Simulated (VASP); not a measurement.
# Ge (C2) in VASP: single point with PBE

Aim: the single point of Ge with PBE.

Everything below comes from runs of VASP 6.6.1. Logs are shortened: lines on timing, memory, paths and dates and some standing lists are left out, and cuts for length are marked.

## (1) The cell of the first run

The structure is monoclinic, space group C2 (No. 5). The conventional cell has a = 6.575 Å, b = 4.022 Å, c = 6.138 Å, α = 90.00°, β = 98.46°, γ = 90.00°. Within 2.9 Å of Ge (site symmetry 1) lie 4 Ge at 2.17 to 2.50 Å. Within 3.0 Å of Ge (site symmetry 1) lie 4 Ge at 2.27 to 2.54 Å.

## (2) Single point, PBE (strained and its atoms moved)

INCAR

```
  ALGO = Normal
  EDIFF = 1E-6
  ENCUT = 520
  GGA = PE
  ISIF = 2
  ISMEAR = 0
  LASPH = True
  LCHARG = False
  LREAL = False
  LWAVE = False
  NBANDS = 36
  NELM = 60
  PREC = Accurate
  SIGMA = 0.1
```

KPOINTS

```
k-points
0
Gamma
  10 10 6
```

POSCAR

```
Ge
1.0
    3.8449580156      0.1022182700     -0.2398551506
   -1.8339553893      3.3809553647      0.2398516327
   -0.3959626770      0.2286024522      6.1213190113
Ge
4
Direct
    0.6718063369      0.3462266321      0.0648933064
    0.3155778867      0.6663891444      0.5639394683
    0.6663891444      0.3155778867      0.4360605317
    0.3462266321      0.6718063369      0.9351066936
```

Potentials or basis: VASP PAW PBE potentials, release 64 (Ge_d).

Launch:

```bash
cat potpaw_PBE.64/Ge_d/POTCAR > POTCAR
mpirun -np 1 vasp_std > vasp.out
```

OUTCAR:

```text
EDIFF = 1E-6
   ENCUT = 520
   GGA = PE
   ISIF = 2
   ISMEAR = 0
   LASPH = True
   LREAL = False
   NELM = 60
   PREC = Accurate

 ion  position               nearest neighbor table
   1  0.672  0.346  0.065-   4 2.17   3 2.27   4 2.50   4 2.50
   2  0.316  0.666  0.564-   4 2.27   3 2.32   3 2.32   3 2.54
   3  0.666  0.316  0.436-   1 2.27   2 2.32   2 2.32   2 2.54
   4  0.346  0.672  0.935-   1 2.17   2 2.27   1 2.50   1 2.50

  LATTYP: Found a base centered monoclinic cell.
 ALAT       =     6.5749747524
 B/A-ratio  =     0.6117161386
 C/A-ratio  =     0.9335960511
 COS(beta)  =    -0.1470430533

  Lattice vectors:

 A1 = (   1.8339553893,  -3.3809553647,  -0.2398516327)
 A2 = (   3.8449580156,   0.1022182700,  -0.2398551506)
 A3 = (  -0.3959626770,   0.2286024522,   6.1213190113)

Analysis of symmetry for initial positions (statically):
=====================================================================
 Subroutine PRICEL returns:
 Original cell was already a primitive cell.

 Routine SETGRP: Setting up the symmetry group for a
 base centered monoclinic supercell.

 Subroutine GETGRP returns: Found  2 space group operations
 (whereof  2 operations were pure point group operations)
 out of a pool of  4 trial point group operations.

The static configuration has the point symmetry C_2 .

Analysis of symmetry for dynamics (positions and initial velocities):
=====================================================================
 Subroutine PRICEL returns:
 Original cell was already a primitive cell.

 Routine SETGRP: Setting up the symmetry group for a
 base centered monoclinic supercell.

 Subroutine GETGRP returns: Found  2 space group operations
 (whereof  2 operations were pure point group operations)
 out of a pool of  4 trial point group operations.

The dynamic configuration has the point symmetry C_2 .

 Subroutine INISYM returns: Found  2 space group operations
 (whereof  2 operations are pure point group operations),
 and found     1 'primitive' translations

----------------------------------------------------------------------------------------

                                     Primitive cell

  volume of cell :      80.2813

  direct lattice vectors                    reciprocal lattice vectors
     3.844958016  0.102218270 -0.239855151     0.257109246  0.138653057  0.011453289
    -1.833955389  3.380955365  0.239851633    -0.008476965  0.291988647 -0.011452741
    -0.395962677  0.228602452  6.121319011     0.010406612 -0.006008069  0.164261017

  length of vectors
     3.853787904  3.853800767  6.138370465     0.292337155  0.292336098  0.164699958

  position of ions in fractional coordinates (direct lattice)
     0.671806337  0.346226632  0.064893306
     0.315577887  0.666389144  0.563939468
     0.666389144  0.315577887  0.436060532
     0.346226632  0.671806337  0.935106694

  ion indices of the primitive-cell ions
   primitive index   ion index
                 1           1
                 2           2
                 3           3
                 4           4

----------------------------------------------------------------------------------------

 KPOINTS: k-points

Automatic generation of k-mesh.
 Grid dimensions read from file:
 generate k-points for:   10   10    6

 Generating k-lattice:

  Cartesian coordinates                     Fractional coordinates (reciprocal lattice)
     0.025710925  0.013865306  0.001145329     0.100000000  0.000000000  0.000000000
    -0.000847696  0.029198865 -0.001145274     0.000000000  0.100000000  0.000000000
     0.001734435 -0.001001345  0.027376836     0.000000000  0.000000000  0.166666667

  Length of vectors
     0.029233715  0.029233610  0.027449993

  Shift w.r.t. Gamma in fractional coordinates (k-lattice)
     0.000000000  0.000000000  0.000000000

 Subroutine IBZKPT returns following result:
 ===========================================

 Found    172 irreducible k-points:

 Following reciprocal coordinates:
            Coordinates               Weight
  0.000000  0.000000  0.000000      1.000000
  0.100000  0.000000  0.000000      4.000000
  0.200000  0.000000  0.000000      4.000000
  0.300000  0.000000  0.000000      4.000000
  0.400000  0.000000  0.000000      4.000000
  0.500000  0.000000  0.000000      2.000000
[... 16 lines left out ...]
  0.300000  0.300000 -0.000000      2.000000
  0.400000  0.300000 -0.000000      4.000000
 [... further k-points ...]
   k-points           NKPTS =    172   k-points in BZ     NKDIM =    172   number of bands    NBANDS=     36
   number of dos      NEDOS =    301   number of ions     NIONS =      4
   total plane-waves  NPLWV =  43200
   dimension x,y,z NGX =    30 NGY =   30 NGZ =   48
   dimension x,y,z NGXF=    60 NGYF=   60 NGZF=   96
   ions per type =               4
   NGX,Y,Z   is equivalent  to a cutoff of  12.94, 12.94, 13.00 a.u.
   NGXF,Y,Z  is equivalent  to a cutoff of  25.88, 25.88, 26.00 a.u.
 SYSTEM =  unknown system
   PREC   = accura    normal or accurate (medium, high low for compatibility)
   ISTART =      0    job   : 0-new  1-cont  2-samecut
   ICHARG =      2    charge: 1-file 2-atom 10-const
   ISPIN  =      1    spin polarized calculation?
   LNONCOLLINEAR =      F non collinear calculations
   LSORBIT =      F    spin-orbit coupling
   LASPH  =      T    aspherical Exc in radial PAW
   ENCUT  =  520.0 eV  38.22 Ry    6.18 a.u.   7.17  7.17 11.41*2*pi/ulx,y,z
   NELM   =     60;   NELMIN=  2; NELMDL= -5     # of ELM steps
   EDIFF  = 0.1E-05   stopping-criterion for ELM
   LREAL  =      F    real-space projection
   EDIFFG = 0.1E-04   stopping-criterion for IOM
   NSW    =      0    number of steps for IOM
   IBRION =     -1    ionic relax: 0-MD 1-quasi-New 2-CG
   NFREE  =      0    steps in history (QN), initial steepest desc. (CG)
   ISIF   =      2    stress and relaxation
   ISYM   =      2    0-nonsym 1-usesym 2-fastsym
   POTIM  = 0.5000    time-step for ionic-motion
   TEBEG  =    0.0;   TEEND  =   0.0 temperature during run
   PSTRESS=    0.0 pullay stress
   NELECT =      56.0000    total number of electrons
   NUPDOWN=      -1.0000    fix difference up-down
   EMIN   =  10.00;   EMAX   =-10.00  energy-range for DOS
   EFERMI =   0.00;   METHOD = LEGACY
   ISMEAR =     0;   SIGMA  =   0.10  broadening in eV -4-tet -1-fermi 0-gaus
   EFERMI_NEDOS =   21; number of points for ismear=-14 and -15
   IALGO  =     38    algorithm
   IMIX   =      4    mixing-type and parameters
     AMIX     =   0.40;   BMIX     =  1.00
     AMIX_MAG =   1.60;   BMIX_MAG =  1.00
  volume/ion in A,a.u.               =      20.07       135.44
  Fermi-wavevector in a.u.,A,eV,Ry     =   1.451886  2.743667 28.680728  2.107974
  Thomas-Fermi vector in A             =   2.569332
   LORBIT       =      0    0 simple, 1 ext, 2 COOP (PROOUT), +10 PAW based schemes
   GGA     = PE    functional components
   LHFCALC =     F    Hartree Fock is set to
   AEXX    =    0.0000 exact exchange contribution
   IVDW    =     0    specifies the selected vdW correction
   LEPSILON=     F    determine dielectric tensor
   LRPA    =     F    only Hartree local field effects (RPA)
 non-spin polarized calculation
 Gauss-broadening in eV      SIGMA  =   0.10
  energy-cutoff  :      520.00
  volume of cell :       80.28
 maximum number of plane-waves:      2185
 NGX is ok and might be reduce to    30
   NGX = 15   NGY = 15   NGZ = 23

 number of electron      56.0000001 magnetization

 Free energy of the ion-electron system (eV)
  ---------------------------------------------------
  ext. energy  EPLUGINS =         0.00000000
  ---------------------------------------------------
  free energy    TOTEN  =       -16.55895649 eV

  energy without entropy =      -16.55645893  energy(sigma->0) =      -16.55770771

 E-fermi :   6.1631     XC(G=0): -10.5199

 val. band max:        6.1481315082   @ k =   0.5000   0.5000   0.3333
 cond. band min:       6.1701181517   @ k =   0.5000   0.5000   0.5000
 fundamental gap:      0.0219866435
 Fermi energy:         6.1630919117

 k-point     1 :       0.0000    0.0000    0.0000
  band No.  band energies     occupation
      1     -19.0066      2.00000
      2     -18.9038      2.00000
      3     -18.8813      2.00000
      4     -18.8673      2.00000
      5     -18.8274      2.00000
      6     -18.8234      2.00000
[... 28 lines left out ...]
     35      11.3279      0.00000
     36      12.5668      0.00000

 k-point     2 :       0.1000    0.0000    0.0000
  band No.  band energies     occupation
      1     -19.0084      2.00000
      2     -18.9110      2.00000
      3     -18.8942      2.00000
      4     -18.8603      2.00000
      5     -18.8277      2.00000
      6     -18.8172      2.00000
[... 28 lines left out ...]
     35      11.5333      0.00000
     36      12.7107      0.00000

 k-point     3 :       0.2000    0.0000    0.0000
  band No.  band energies     occupation
      1     -19.0124      2.00000
      2     -18.9255      2.00000
      3     -18.9124      2.00000
      4     -18.8519      2.00000
      5     -18.8321      2.00000
      6     -18.8119      2.00000
[... 28 lines left out ...]
     35      12.2292      0.00000
     36      12.6137      0.00000
[... 742 lines left out ...]
 k-point    23 :       0.3000    0.3000   -0.0000
  band No.  band energies     occupation
      1     -19.0245      2.00000
      2     -18.9544      2.00000
      3     -18.9387      2.00000
      4     -18.8606      2.00000
      5     -18.8184      2.00000
      6     -18.7660      2.00000
[... 28 lines left out ...]
     35      13.4063      0.00000
     36      13.9332      0.00000

 k-point    24 :       0.4000    0.3000   -0.0000
  band No.  band energies     occupation
      1     -19.0236      2.00000
      2     -18.9521      2.00000
      3     -18.9300      2.00000
      4     -18.8583      2.00000
      5     -18.7952      2.00000
      6     -18.7768      2.00000
[... 28 lines left out ...]
     35      13.4779      0.00000
     36      13.7170      0.00000

 [... further k-points ...]

------------------------ aborting loop because EDIFF is reached ----------------------------------------

  FORCE on cell =-STRESS in cart. coord.  units (eV):
  Direction    XX          YY          ZZ          XY          YZ          ZX
  --------------------------------------------------------------------------------------
  -------------------------------------------------------------------------------------
  Total        7.8882980      5.5336395     13.6362155     -2.0392590     -2.6252862      4.5470702
  in kB      157.4270148    110.4350203    272.1383866    -40.6975561    -52.3929201     90.7460254
  external PRESSURE =     180.0001406 kB  Pullay stress =       0.0000000 kB

 VOLUME and BASIS-vectors are now :
 -----------------------------------------------------------------------------
  energy-cutoff  :      520.00
  volume of cell :       80.28
      direct lattice vectors                 reciprocal lattice vectors
     3.844958016  0.102218270 -0.239855151     0.257109246  0.138653057  0.011453289
    -1.833955389  3.380955365  0.239851633    -0.008476965  0.291988647 -0.011452741
    -0.395962677  0.228602452  6.121319011     0.010406612 -0.006008069  0.164261017

 POSITION                                       TOTAL-FORCE (eV/Angst)
 -----------------------------------------------------------------------------------
      1.92241      1.25408      0.31914         3.008766     -1.707803     -0.875773
     -0.23204      2.41421      3.53619         1.222875     -0.735345     -1.119214
      1.81082      1.23476      2.58512        -1.248263      0.691371      1.119214
     -0.27110      2.52051      5.80218        -2.983378      1.751777      0.875773
 -----------------------------------------------------------------------------------
    total drift:                                0.000397      0.000684      0.000002

  FREE ENERGIE OF THE ION-ELECTRON SYSTEM (eV)
  ---------------------------------------------------
  free  energy   TOTEN  =       -16.5589564854 eV

  energy  without entropy=      -16.5564589298  energy(sigma->0) =      -16.55770771
```

It took 3.3 min on 1 thread of Intel Xeon 6975P-C (Granite Rapids), shared host; peak memory 0.45 GiB.

Results:

| Property | Result |
| --- | --- |
| Free energy | -16.5590 eV |
| Pressure | 18.0 GPa |
| Largest force | 3.569 eV/Å |
| Band gap on the k mesh | zero (bands 28 and 29 overlap by 0.61 eV) |

Forces in eV/Å, atoms in the order of the input:
```
Ge   3.009 -1.708 -0.876
Ge   1.223 -0.735 -1.119
Ge  -1.248  0.691  1.119
Ge  -2.983  1.752  0.876
```

Stress tensor (GPa, compression positive):
```
15.74 -4.07  9.07
-4.07 11.04 -5.24
 9.07 -5.24 27.21
```

Caveat: the cell differs from its parent crystal (strained and its atoms moved); the stress differs along the axes, from 11 to 27 GPa; semilocal functionals underestimate gaps, and a narrow one can read as zero; forces of over 1 eV/Å act on the atoms, so gaps and moduli don't describe the material at rest.

The gap in the log of VASP goes by the Fermi energy; the results here count the filled bands.